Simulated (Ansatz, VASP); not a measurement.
# Y2Sn2O in VASP and in Ansatz

```xyz
5
Lattice="5.4568 0.0000 0.0000 0.0000 5.4568 0.0000 0.0000 0.0000 5.5084" Properties=species:S:1:pos:R:3 pbc="T T T"
Y     0.0000    2.7284    2.7542
Y     2.7284    0.0000    2.7542
Sn    2.7284    2.7284    1.3314
Sn    2.7284    2.7284    4.1771
O     0.0000    0.0000    0.0000
```

Change from the starting cell: species swapped into the CeMg2Si2 type (P4/mmm, No. 123).

Alike in both runs: functional PBE; k mesh 4 × 4 × 4; occupations gaussian, width 0.1 eV; no spin polarisation.

Ansatz relaxed the structure, and its values are those at the end. VASP's run is a single point on that final structure, the one shown.

|  | VASP | Ansatz |
| --- | --- | --- |
| version | VASP 6.6.1 | Ansatz 0.2.0 |
| potentials or method | VASP PAW PBE potentials, release 64 (Y_sv, Sn_d, O), cutoff 520 eV | scalar-relativistic, plane waves, PAW |
| valence electrons in the cell | 56 | 56 |

```csv
,VASP,Ansatz,Ansatz less VASP
gap on the k mesh at the Fermi level (eV),none,none,-
pressure (GPa),0.0,0.0,+0.05
rms of the force components (eV/Å),0.003,0.003,+0.0004
```

A gap of «none» marks a metal or a gap that the smearing closes.
